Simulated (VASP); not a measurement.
# Se (P3_121) in VASP: further runs

Runs on Se. Level: r2SCAN. Tasks: single point, relaxation of cell and atoms.

Everything below comes from runs of VASP 6.6.1. Logs are shortened: lines on timing, memory, paths and dates and some standing lists are left out, and cuts for length are marked.

## Step 1: The cell of the first run

It takes space group P3_121 (No. 152, trigonal). Conventional cell: a = 4.366 Å, b = 4.366 Å, c = 4.954 Å, α = 90.00°, β = 90.00°, γ = 120.00°. Within 3.1 Å of Se (site symmetry 2) lie 2 Se at 2.37 Å.

## Step 2: Single point, r2SCAN

Contents of POSCAR:

```
Se
1.0
    4.3662000000      0.0000000000      0.0000000000
   -2.1831000000      3.7812401180      0.0000000000
    0.0000000000      0.0000000000      4.9536000000
Se
3
Direct
    0.2254000000      0.0000000000      0.3333333333
    0.0000000000      0.2254000000      0.6666666667
    0.7746000000      0.7746000000      0.0000000000
```

Contents of INCAR.step1:

```
PREC = Accurate
ENCUT = 520
ISMEAR = 0
SIGMA = 0.1
LREAL = F
LASPH = T
NELM = 100
NBANDS = 16
GGA = PE
ALGO = Normal
EDIFF = 1E-4
LWAVE = T
LCHARG = F
```

Contents of INCAR.step2:

```
PREC = Accurate
ENCUT = 520
EDIFF = 1E-7
ISMEAR = 0
SIGMA = 0.1
LREAL = F
LASPH = T
NELM = 100
ALGO = Normal
ISIF = 2
LWAVE = F
LCHARG = F
METAGGA = R2SCAN
LMIXTAU = T
NBANDS = 16
ISTART = 1
```

Contents of KPOINTS:

```
regular mesh
0
Gamma
  6 6 4
```

Potentials or basis: VASP PAW PBE potentials, release 64 (Se).

On the command line:

```
$ cat potpaw_PBE.64/Se/POTCAR > POTCAR
$ cp INCAR.step1 INCAR
$ mpirun -np 1 vasp_std > vasp.out
$ cp INCAR.step2 INCAR
$ mpirun -np 1 vasp_std > vasp.out
```

OUTCAR:

```text
PREC = Accurate
   ENCUT = 520
   EDIFF = 1E-7
   ISMEAR = 0
   LREAL = F
   LASPH = T
   NELM = 100
   ISIF = 2
   METAGGA = R2SCAN
   ISTART = 1

 ion  position               nearest neighbor table
   1  0.225  0.000  0.333-   3 2.37   2 2.37
   2  0.000  0.225  0.667-   3 2.37   1 2.37
   3  0.775  0.775  0.000-   2 2.37   1 2.37

  LATTYP: Found a hexagonal cell.
 ALAT       =     4.3662000000
 C/A-ratio  =     1.1345334616

  Lattice vectors:

 A1 = (   4.3662000000,   0.0000000000,   0.0000000000)
 A2 = (  -2.1831000000,   3.7812401180,   0.0000000000)
 A3 = (   0.0000000000,   0.0000000000,   4.9536000000)

Analysis of symmetry for initial positions (statically):
=====================================================================
 Subroutine PRICEL returns:
 Original cell was already a primitive cell.

 Routine SETGRP: Setting up the symmetry group for a
 hexagonal supercell.

 Subroutine GETGRP returns: Found  6 space group operations
 (whereof  2 operations were pure point group operations)
 out of a pool of 24 trial point group operations.

The static configuration has the point symmetry C_2 .
 The point group associated with its full space group is D_3 .

Analysis of symmetry for dynamics (positions and initial velocities):
=====================================================================
 Subroutine PRICEL returns:
 Original cell was already a primitive cell.

 Routine SETGRP: Setting up the symmetry group for a
 hexagonal supercell.

 Subroutine GETGRP returns: Found  6 space group operations
 (whereof  2 operations were pure point group operations)
 out of a pool of 24 trial point group operations.

The dynamic configuration has the point symmetry C_2 .
 The point group associated with its full space group is D_3 .

 Subroutine INISYM returns: Found  6 space group operations
 (whereof  2 operations are pure point group operations),
 and found     1 'primitive' translations

----------------------------------------------------------------------------------------

                                     Primitive cell

  volume of cell :      81.7822

  direct lattice vectors                    reciprocal lattice vectors
     4.366200000  0.000000000  0.000000000     0.229032110  0.132231751  0.000000000
    -2.183100000  3.781240118  0.000000000     0.000000000  0.264463501  0.000000000
     0.000000000  0.000000000  4.953600000     0.000000000  0.000000000  0.201873385

  length of vectors
     4.366200000  4.366200000  4.953600000     0.264463501  0.264463501  0.201873385

  position of ions in fractional coordinates (direct lattice)
     0.225400000  0.000000000  0.333333333
     0.000000000  0.225400000  0.666666667
     0.774600000  0.774600000  0.000000000

  ion indices of the primitive-cell ions
   primitive index   ion index
                 1           1
                 2           2
                 3           3

----------------------------------------------------------------------------------------

 KPOINTS: regular mesh

Automatic generation of k-mesh.
 Grid dimensions read from file:
 generate k-points for:    6    6    4

 Generating k-lattice:

  Cartesian coordinates                     Fractional coordinates (reciprocal lattice)
     0.038172018  0.022038625  0.000000000     0.166666667  0.000000000  0.000000000
     0.000000000  0.044077250  0.000000000     0.000000000  0.166666667  0.000000000
     0.000000000  0.000000000  0.050468346     0.000000000  0.000000000  0.250000000

  Length of vectors
     0.044077250  0.044077250  0.050468346

  Shift w.r.t. Gamma in fractional coordinates (k-lattice)
     0.000000000  0.000000000  0.000000000

 Subroutine IBZKPT returns following result:
 ===========================================

 Found     24 irreducible k-points:

 Following reciprocal coordinates:
            Coordinates               Weight
  0.000000  0.000000  0.000000      1.000000
  0.166667  0.000000  0.000000      6.000000
  0.333333  0.000000  0.000000      6.000000
  0.500000  0.000000  0.000000      3.000000
  0.166667  0.166667  0.000000      6.000000
  0.333333  0.166667  0.000000     12.000000
[... 16 lines left out ...]
  0.333333  0.166667  0.500000     12.000000
  0.333333  0.333333  0.500000      2.000000
   k-points           NKPTS =     24   k-points in BZ     NKDIM =     24   number of bands    NBANDS=     16
   number of dos      NEDOS =    301   number of ions     NIONS =      3
   total plane-waves  NPLWV =  40960
   dimension x,y,z NGX =    32 NGY =   32 NGZ =   40
   dimension x,y,z NGXF=    64 NGYF=   64 NGZF=   80
   ions per type =               3
   NGX,Y,Z   is equivalent  to a cutoff of  12.18, 12.18, 13.42 a.u.
   NGXF,Y,Z  is equivalent  to a cutoff of  24.37, 24.37, 26.85 a.u.
 SYSTEM =  unknown system
   PREC   = accura    normal or accurate (medium, high low for compatibility)
   ISTART =      1    job   : 0-new  1-cont  2-samecut
   ICHARG =      0    charge: 1-file 2-atom 10-const
   ISPIN  =      1    spin polarized calculation?
   LNONCOLLINEAR =      F non collinear calculations
   LSORBIT =      F    spin-orbit coupling
   LASPH  =      T    aspherical Exc in radial PAW
   ENCUT  =  520.0 eV  38.22 Ry    6.18 a.u.   8.12  8.12  9.21*2*pi/ulx,y,z
   NELM   =    100;   NELMIN=  2; NELMDL=  0     # of ELM steps
   EDIFF  = 0.1E-06   stopping-criterion for ELM
   LREAL  =      F    real-space projection
   EDIFFG = 0.1E-05   stopping-criterion for IOM
   NSW    =      0    number of steps for IOM
   IBRION =     -1    ionic relax: 0-MD 1-quasi-New 2-CG
   NFREE  =      0    steps in history (QN), initial steepest desc. (CG)
   ISIF   =      2    stress and relaxation
   ISYM   =      2    0-nonsym 1-usesym 2-fastsym
   POTIM  = 0.5000    time-step for ionic-motion
   TEBEG  =    0.0;   TEEND  =   0.0 temperature during run
   PSTRESS=    0.0 pullay stress
   NELECT =      18.0000    total number of electrons
   NUPDOWN=      -1.0000    fix difference up-down
   EMIN   =  10.00;   EMAX   =-10.00  energy-range for DOS
   EFERMI =   0.00;   METHOD = LEGACY
   ISMEAR =     0;   SIGMA  =   0.10  broadening in eV -4-tet -1-fermi 0-gaus
   EFERMI_NEDOS =   21; number of points for ismear=-14 and -15
   IALGO  =     38    algorithm
   IMIX   =      4    mixing-type and parameters
     AMIX     =   0.40;   BMIX     =  1.00
     AMIX_MAG =   1.60;   BMIX_MAG =  1.00
  volume/ion in A,a.u.               =      27.26       183.96
  Fermi-wavevector in a.u.,A,eV,Ry     =   0.988430  1.867862 13.292817  0.976995
  Thomas-Fermi vector in A             =   2.119956
   LORBIT       =      0    0 simple, 1 ext, 2 COOP (PROOUT), +10 PAW based schemes
   METAGGA = R2SCAN    functional components
   LHFCALC =     F    Hartree Fock is set to
   AEXX    =    0.0000 exact exchange contribution
   IVDW    =     0    specifies the selected vdW correction
   LEPSILON=     F    determine dielectric tensor
   LRPA    =     F    only Hartree local field effects (RPA)
 non-spin polarized calculation
 Gauss-broadening in eV      SIGMA  =   0.10
  energy-cutoff  :      520.00
  volume of cell :       81.78
 maximum number of plane-waves:      2216
   NGX = 17   NGY = 17   NGZ = 19

 number of electron      18.0000001 magnetization

 Free energy of the ion-electron system (eV)
  ---------------------------------------------------
  ext. energy  EPLUGINS =         0.00000000
  ---------------------------------------------------
  free energy    TOTEN  =       -42.91061254 eV

  energy without entropy =      -42.91061254  energy(sigma->0) =      -42.91061254

 E-fermi :   2.8568     XC(G=0):  -9.2774

 val. band max:        2.4220278058   @ k =   0.5000   0.0000   0.5000
 cond. band min:       3.6809163140   @ k =   0.3333   0.3333   0.5000
 fundamental gap:      1.2588885083
 Fermi energy:         2.8567684477

 k-point     1 :       0.0000    0.0000    0.0000
  band No.  band energies     occupation
      1     -14.0918      2.00000
      2      -9.7389      2.00000
      3      -9.7389      2.00000
      4      -1.5774      2.00000
      5      -1.5774      2.00000
      6      -1.4786      2.00000
[... 8 lines left out ...]
     15       9.3397      0.00000
     16      11.3243      0.00000

 k-point     2 :       0.1667    0.0000    0.0000
  band No.  band energies     occupation
      1     -13.9829      2.00000
      2      -9.8414      2.00000
      3      -9.7280      2.00000
      4      -2.2837      2.00000
      5      -1.9019      2.00000
      6      -1.2927      2.00000
[... 8 lines left out ...]
     15      10.3229      0.00000
     16      11.3482      0.00000

 k-point     3 :       0.3333    0.0000    0.0000
  band No.  band energies     occupation
      1     -13.7367      2.00000
      2     -10.0995      2.00000
      3      -9.7050      2.00000
      4      -2.8200      2.00000
      5      -2.3127      2.00000
      6      -1.3160      2.00000
[... 8 lines left out ...]
     15      11.5321      0.00000
     16      12.4956      0.00000

 k-point     4 :       0.5000    0.0000    0.0000
  band No.  band energies     occupation
      1     -13.5942      2.00000
      2     -10.2598      2.00000
      3      -9.6930      2.00000
      4      -2.9372      2.00000
      5      -2.4851      2.00000
      6      -1.1625      2.00000
[... 8 lines left out ...]
     15      12.6746      0.00000
     16      12.7484      0.00000
[... 324 lines left out ...]
 k-point    22 :       0.1667    0.1667    0.5000
  band No.  band energies     occupation
      1     -12.6807      2.00000
      2     -12.6155      2.00000
      3      -8.0371      2.00000
      4      -3.2365      2.00000
      5      -1.9731      2.00000
      6      -1.8814      2.00000
[... 8 lines left out ...]
     15      11.1545      0.00000
     16      11.5021      0.00000

 k-point    23 :       0.3333    0.1667    0.5000
  band No.  band energies     occupation
      1     -12.5460      2.00000
      2     -12.4443      2.00000
      3      -8.4435      2.00000
      4      -3.5939      2.00000
      5      -2.4386      2.00000
      6      -2.3093      2.00000
[... 8 lines left out ...]
     15      11.3838      0.00000
     16      12.2586      0.00000

 k-point    24 :       0.3333    0.3333    0.5000
  band No.  band energies     occupation
      1     -12.4426      2.00000
      2     -12.4426      2.00000
      3      -8.5562      2.00000
      4      -3.5758      2.00000
      5      -2.7128      2.00000
      6      -2.7128      2.00000
[... 8 lines left out ...]
     15      11.5515      0.00000
     16      11.5515      0.00000

------------------------ aborting loop because EDIFF is reached ----------------------------------------

  FORCE on cell =-STRESS in cart. coord.  units (eV):
  Direction    XX          YY          ZZ          XY          YZ          ZX
  --------------------------------------------------------------------------------------
  -------------------------------------------------------------------------------------
  Total        0.5305389      0.5305389      0.9633876     -0.0000000      0.0000000      0.0000000
  in kB       10.3936712     10.3936712     18.8735160     -0.0000000      0.0000000      0.0000000
  external PRESSURE =      13.2202861 kB  Pullay stress =       0.0000000 kB

 VOLUME and BASIS-vectors are now :
 -----------------------------------------------------------------------------
  energy-cutoff  :      520.00
  volume of cell :       81.78
      direct lattice vectors                 reciprocal lattice vectors
     4.366200000  0.000000000  0.000000000     0.229032110  0.132231751  0.000000000
    -2.183100000  3.781240118  0.000000000     0.000000000  0.264463501  0.000000000
     0.000000000  0.000000000  4.953600000     0.000000000  0.000000000  0.201873385

 POSITION                                       TOTAL-FORCE (eV/Angst)
 -----------------------------------------------------------------------------------
      0.98414      0.00000      1.65120         0.057292     -0.000000      0.000000
     -0.49207      0.85229      3.30240        -0.028646      0.049617     -0.000000
      1.69103      2.92895      0.00000        -0.028646     -0.049617     -0.000000
 -----------------------------------------------------------------------------------
    total drift:                               -0.000000     -0.000000     -0.000000

  FREE ENERGIE OF THE ION-ELECTRON SYSTEM (eV)
  ---------------------------------------------------
  free  energy   TOTEN  =       -42.9106125371 eV

  energy  without entropy=      -42.9106125371  energy(sigma->0) =      -42.91061254
```

It took 80 s on 1 thread of Intel Xeon Platinum 8488C (Sapphire Rapids), shared host; peak memory 0.2 GiB.

Results:

* Free energy: -42.9106 eV
* Pressure: 1.3 GPa
* Largest force: 0.057 eV/Å
* Band gap on the k mesh: 1.26 eV (least direct gap 1.51 eV)

Forces on the atoms (eV/Å):
```
Se   0.057  0.000  0.000
Se  -0.029  0.050  0.000
Se  -0.029 -0.050  0.000
```

Caveat: the PAW data sets were made with another functional, which shifts forces and pressure a little.

(Part 1 of 2 ends here.)
